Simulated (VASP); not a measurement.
Here is a VASP 6.6.1 calculation.

INCAR

```
PREC     = Accurate       # precision mode
ENCUT    = 700            # plane-wave cutoff, eV
EDIFF    = 1E-6           # SCF threshold, eV
ISMEAR   = -1             # smearing method
SIGMA    = 0.05           # smearing width, eV
LREAL    = Auto         
LASPH    = T              # aspherical terms in the spheres
NELM     = 120            # most SCF steps
ALGO     = Normal         # electronic algorithm
ISIF     = 2              # what is computed and relaxed
LWAVE    = F              # write WAVECAR
LCHARG   = F              # write CHGCAR
GGA      = PS             # functional
ISYM     = -1           
NBANDS   = 356            # bands
GGA_COMPAT= F            
KPAR     = 1
```

The input KPOINTS:

```
explicit points
1
Reciprocal
  0.25000000   0.25000000   0.25000000 1
```

The input POSCAR:

```
Mg13Zn11O24
1.0
    9.7725289325      0.0000000000      0.0000000000
    0.0000000000     11.2896982331      0.0000000000
    0.0000000000      0.0000000000     10.2974717086
Zn Mg O
22 26 48
Direct
    0.1662530000      0.0824740000      0.2495280000
    0.0020520000      0.3330670000      0.2485620000
    0.3322620000      0.3327820000      0.7488720000
    0.0006250000      0.8345700000      0.2473850000
    0.9988410000      0.8338150000      0.7475770000
    0.8335080000      0.0858340000      0.2499640000
    0.6646860000      0.3326890000      0.2488490000
    0.4992460000      0.5844100000      0.7498600000
    0.3329120000      0.8316920000      0.2499660000
    0.8338280000      0.5841080000      0.2469480000
    0.8317180000      0.5834090000      0.7467980000
    0.0003700000      0.1668800000      0.4992540000
    0.3348500000      0.1684530000      0.4985440000
    0.3312530000      0.1649600000      0.9969510000
    0.1679350000      0.4161200000      0.5001790000
    0.9998880000      0.6662390000      0.4975130000
    0.0004310000      0.6682630000      0.9953970000
    0.6651780000      0.1678750000      0.5001290000
    0.4979710000      0.4181050000      0.4987720000
    0.1675470000      0.9146380000      0.4989340000
    0.6672050000      0.6673040000      0.9984260000
    0.4985260000      0.9162230000      0.9998990000
    0.1662990000      0.0844520000      0.7445380000
    0.9992130000      0.3343240000      0.7461290000
    0.4989180000      0.0840210000      0.2467420000
    0.4997640000      0.0831670000      0.7476060000
    0.3311170000      0.3321840000      0.2459970000
    0.1633020000      0.5833680000      0.2479910000
    0.1667830000      0.5846160000      0.7481120000
    0.8338670000      0.0826600000      0.7459280000
    0.6667610000      0.3350340000      0.7454790000
    0.5009000000      0.5806170000      0.2462550000
    0.3357090000      0.8335740000      0.7462690000
    0.6680690000      0.8329180000      0.2478150000
    0.6660260000      0.8320280000      0.7491440000
    0.0003870000      0.1674590000      0.9964160000
    0.1639760000      0.4164210000      0.9960990000
    0.6686130000      0.1670870000      0.9963560000
    0.5022300000      0.4144330000      0.9954380000
    0.3334560000      0.6642490000      0.4979560000
    0.3339910000      0.6688300000      0.9991720000
    0.1694310000      0.9176530000      0.9967810000
    0.8346780000      0.4176740000      0.4949990000
    0.8331140000      0.4171840000      0.9981290000
    0.6668880000      0.6658560000      0.4965960000
    0.5010500000      0.9177130000      0.4969360000
    0.8345250000      0.9156770000      0.4971370000
    0.8345610000      0.9175300000      0.9985900000
    0.0005910000      0.1666550000      0.1893710000
    0.9994600000      0.1676090000      0.6918630000
    0.3318930000      0.1658200000      0.1901150000
    0.3339040000      0.1669390000      0.6904030000
    0.1662400000      0.4176140000      0.1882070000
    0.1664780000      0.4177070000      0.6928400000
    0.9990360000      0.6681010000      0.1887130000
    0.9994290000      0.6669500000      0.6903130000
    0.6663830000      0.1666490000      0.1888580000
    0.6665430000      0.1672050000      0.6932090000
    0.4985140000      0.4147390000      0.1877620000
    0.4984320000      0.4175210000      0.6920080000
    0.3326210000      0.6648210000      0.1918270000
    0.3330660000      0.6671210000      0.6902440000
    0.1679030000      0.9164680000      0.1892330000
    0.1674490000      0.9165950000      0.6920650000
    0.8332230000      0.4160120000      0.1915180000
    0.8333690000      0.4172760000      0.6873950000
    0.6663550000      0.6664670000      0.1916550000
    0.6653070000      0.6664690000      0.6888790000
    0.5001570000      0.9162400000      0.1935000000
    0.5013880000      0.9172080000      0.6889550000
    0.8335330000      0.9184770000      0.1913390000
    0.8318640000      0.9160050000      0.6897360000
    0.1673090000      0.0826440000      0.4426700000
    0.1655390000      0.0831150000      0.9369650000
    0.0013720000      0.3329440000      0.4414890000
    0.9982890000      0.3337690000      0.9382690000
    0.5002280000      0.0840870000      0.4392870000
    0.5005810000      0.0832500000      0.9408770000
    0.3331160000      0.3338360000      0.4383360000
    0.3325660000      0.3331720000      0.9423050000
    0.1663910000      0.5823400000      0.4404840000
    0.1680850000      0.5839010000      0.9405230000
    0.0012180000      0.8329370000      0.4398170000
    0.0013340000      0.8350130000      0.9406410000
    0.8328020000      0.0837750000      0.4430420000
    0.8343220000      0.0830010000      0.9384290000
    0.6658940000      0.3343530000      0.4423000000
    0.6684480000      0.3332320000      0.9375690000
    0.5002110000      0.5832720000      0.4381370000
    0.4997900000      0.5828940000      0.9433920000
    0.3346290000      0.8318640000      0.4432340000
    0.3340650000      0.8334790000      0.9383540000
    0.8336950000      0.5837640000      0.4393700000
    0.8333710000      0.5839050000      0.9398800000
    0.6672160000      0.8330140000      0.4403390000
    0.6671840000      0.8342050000      0.9419130000
```

Potentials or basis: VASP PAW PBE potentials, release 64 (Zn, Mg, O).

Command:

```console
$ cat potpaw_PBE.64/Zn/POTCAR potpaw_PBE.64/Mg/POTCAR potpaw_PBE.64/O/POTCAR > POTCAR
$ mpirun -np 4 vasp_std > vasp.out
```

Problem. Predict the pressure.

Solution. 0.1 GPa.

Problem. What does it give for the band gap on the k mesh?

Solution. 2.76 eV.

Problem. Estimate the largest force.

Solution. 0.082 eV/Å.

Forces on the atoms (eV/Å):
```
Zn   0.001 -0.002 -0.002
Zn  -0.002  0.003 -0.005
Zn  -0.002  0.001  0.002
Zn  -0.002 -0.001 -0.005
Zn   0.003  0.003 -0.003
Zn  -0.003 -0.007 -0.002
Zn  -0.001  0.003 -0.003
Zn  -0.003 -0.001  0.001
Zn  -0.001 -0.005  0.001
Zn  -0.003 -0.003 -0.002
Zn   0.004 -0.003 -0.001
Zn  -0.002  0.000  0.002
Zn  -0.005 -0.004 -0.003
Zn   0.002  0.000  0.004
Zn  -0.002  0.007 -0.002
Zn   0.002 -0.004 -0.001
Zn   0.005 -0.002  0.001
Zn   0.008 -0.002  0.002
Zn   0.005 -0.002 -0.002
Zn  -0.001  0.003  0.003
Zn  -0.004  0.002  0.005
Zn   0.004  0.006 -0.004
Mg   0.000 -0.001  0.005
Mg   0.000 -0.002  0.003
Mg   0.001 -0.001  0.001
Mg   0.001 -0.001  0.001
Mg   0.001  0.001  0.001
Mg   0.002  0.000 -0.001
Mg   0.000  0.000  0.000
Mg  -0.001 -0.001  0.004
Mg   0.001 -0.003  0.004
Mg  -0.001  0.001  0.001
Mg  -0.001  0.000  0.001
Mg   0.000 -0.001  0.002
Mg  -0.001  0.002 -0.002
Mg   0.000 -0.001 -0.002
Mg   0.001  0.001  0.001
Mg   0.001  0.001 -0.002
Mg   0.000 -0.001  0.001
Mg   0.001  0.003  0.002
Mg  -0.001 -0.002  0.000
Mg  -0.001  0.000 -0.001
Mg  -0.001 -0.001  0.002
Mg   0.000 -0.001 -0.001
Mg  -0.001  0.001  0.001
Mg   0.001 -0.002  0.001
Mg  -0.002  0.000  0.002
Mg   0.001  0.001  0.000
O    0.002  0.004 -0.063
O   -0.001  0.003  0.064
O    0.053  0.036  0.042
O    0.001 -0.061  0.046
O    0.056  0.032 -0.023
O   -0.056  0.032  0.047
O    0.052 -0.032  0.019
O    0.053 -0.028  0.025
O   -0.056 -0.028 -0.044
O    0.000  0.000  0.063
O   -0.058  0.028 -0.025
O    0.051 -0.034  0.025
O   -0.001 -0.060 -0.017
O   -0.055  0.035 -0.020
O    0.006  0.001 -0.064
O    0.054  0.028  0.048
O    0.001 -0.005 -0.056
O    0.000 -0.064 -0.023
O   -0.056  0.035  0.044
O   -0.003  0.069 -0.043
O    0.055  0.029  0.042
O    0.002  0.000 -0.002
O   -0.055 -0.030 -0.040
O   -0.058  0.029 -0.022
O    0.002 -0.001  0.005
O   -0.058 -0.030 -0.018
O   -0.054  0.030  0.020
O   -0.001  0.000  0.001
O    0.002 -0.063 -0.045
O    0.054  0.035 -0.045
O   -0.001  0.000 -0.066
O    0.000  0.059  0.041
O    0.053  0.032 -0.048
O    0.055 -0.030 -0.024
O   -0.053  0.031  0.020
O    0.001  0.062  0.037
O   -0.001 -0.061  0.020
O    0.001  0.002  0.000
O    0.055  0.029  0.019
O    0.003 -0.001  0.001
O    0.001  0.065 -0.022
O   -0.054 -0.032  0.042
O    0.058 -0.032  0.038
O   -0.054 -0.032 -0.023
O   -0.054 -0.031  0.041
O    0.001 -0.062  0.021
O    0.001 -0.001 -0.003
O    0.053  0.029 -0.044
```

Caveat: the PAW data sets were made with another functional, which shifts forces and pressure a little; a shifted mesh leaves out Γ, where band edges can lie. A k mesh can miss the band edges.
